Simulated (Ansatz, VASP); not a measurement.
## Two plane-wave programs on TaN

Contents of INCAR:

```
SYSTEM = TaN
ALGO = Normal
EDIFF = 1E-6
ENCUT = 520
GGA = PE
ISIF = 2
ISMEAR = 0
LASPH = .True.
LCHARG = .False.
LREAL = .False.
LWAVE = .False.
NBANDS = 15
NELM = 80
PREC = Accurate
SIGMA = 0.15
```

Contents of KPOINTS:

```
k-points
0
Gamma
  18 18 18
  0 0 0
```

Contents of POSCAR:

```
TaN
1.0
    0.0000000000      2.1463150000      2.1790000000
    2.1790000000      0.0000000000      2.1790000000
    2.1790000000      2.1463150000      0.0000000000
Ta N
1 1
Direct
    0.5000000000      0.5000000000      0.5000000000
    0.0000000000      0.0000000000      0.0000000000
```

Input for Ansatz:

```yaml
crystal:
  lattice:
    - [0.0, 2.146315, 2.179]
    - [2.179, 0.0, 2.179]
    - [2.179, 2.146315, 0.0]
  atoms:
    - { symbol: Ta, position: [0.5, 0.5, 0.5] }
    - { symbol: "N", position: [0.0, 0.0, 0.0] }
basis:
  ecutwfc: 420
kpoints:
  mp_grid: { grid: [18, 18, 18] }
hamiltonian:
  xc: pbe
scf:
  occupations: { method: gaussian, width: 0.15 }
output:
  forces: true
  stress: true
  eigenvalues: true
```

Change from the starting cell: strain -0.0150 x Voigt [0, 1, 0, 0, 0, 0], atoms carried along.

Alike in both runs: task single point; functional PBE; k mesh 18 × 18 × 18; occupations gaussian, width 0.15 eV; no spin polarisation.

|  | VASP | Ansatz |
| --- | --- | --- |
| version | VASP 6.6.1 | Ansatz 0.2.0 |
| potentials or method | VASP PAW PBE potentials, release 64 (Ta_pv, N), cutoff 520 eV | scalar-relativistic, plane waves, PAW |
| valence electrons in the cell | 16 | 18 |

```csv
,VASP,Ansatz,Ansatz less VASP
gap on the k mesh at the Fermi level (eV),none,none,-
pressure (GPa),21.9,20.9,-1.04
"traceless stress, the component that is largest in VASP (GPa)",7.67,7.61,-0.059
```

A gap of «none» marks a metal or a gap that the smearing closes. VASP's potentials hold 16 valence electrons a cell and Ansatz's 18, so a difference there can come from the potentials and not from the codes.

Neither program's run includes spin-orbit coupling.
